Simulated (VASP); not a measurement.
**SrTiO3: single point with r2SCAN+U**

SrTiO3:

```xyz
5
Lattice="4.0940 0.0000 0.0000 0.0000 4.0940 0.0000 0.0000 0.0000 3.8241" Properties=species:S:1:pos:R:3 pbc="T T T"
Sr    0.0000    0.0000    0.0000
Ti    2.0470    2.0470    1.9121
O     2.0470    0.0000    1.9121
O     2.0470    2.0470    0.0000
O     0.0000    2.0470    1.9121
```

This cell differs from its parent crystal: biaxial strain in the a-b plane: +4.5 %, then relaxed in part.

```
Program             : VASP 6.6.1
Task                : single point
Functional          : r2SCAN
Potentials or basis : VASP PAW PBE potentials, release 64 (Sr_sv, Ti_sv, O)
Cutoff              : 520 eV
k mesh              : 6 × 6 × 6
Occupations         : gaussian, width 0.02 eV
Spin                : no spin polarisation
Hubbard terms       : Ti d U = 4.0 eV
```

The pressure is -6.7 GPa and the band gap on the k mesh is 2.60 eV (least direct gap 3.06 eV).

Stress tensor (GPa, compression positive):
```
-11.88   0.00   0.00
  0.00 -11.88   0.00
  0.00   0.00   3.76
```

Levels at points of the mesh, in eV from the valence-band top:
```
           k point  band 17  band 18  band 19  band 20  band 21  band 22  band 23  band 24
(0.00, 0.00, 0.00)    -0.95    -0.48    -0.48    -0.46     2.60     2.69     2.69     3.98
(0.50, 0.00, 0.00)    -1.82    -1.81    -0.83    -0.79     2.82     4.11     4.12     4.19
(0.50, 0.50, 0.00)    -2.01    -1.84    -1.84    -0.22     4.12     4.12     4.56     5.39
(0.00, 0.00, 0.50)    -2.26    -1.83    -0.87    -0.87     2.82     3.99     4.69     4.69
(0.50, 0.00, 0.50)    -1.95    -1.44    -1.44    -0.10     4.15     4.70     4.83     4.96
(0.50, 0.50, 0.50)    -3.16    -0.09     0.00     0.00     4.75     5.11     5.11     7.08
```

Eigenvalues of the final occupation matrices:
```csv
site,spin,trace,eigenvalues
site 2 d,1,0.75,0.08 0.10 0.10 0.21 0.26
site 2 d,2,0.75,0.08 0.10 0.10 0.21 0.26
```

Wall time 2.1 min on 1 thread of Intel(R) Xeon(R) 6975P-C (Granite Rapids) (shared host), peak memory 0.21 GiB.

Caveat: the cell differs from its parent crystal (biaxial strain in the a-b plane: +4.5 %, then relaxed in part); the stress differs along the axes, from -12 to 4 GPa; the PAW data sets were made with another functional, which shifts forces and pressure a little. A k mesh can miss the band edges.
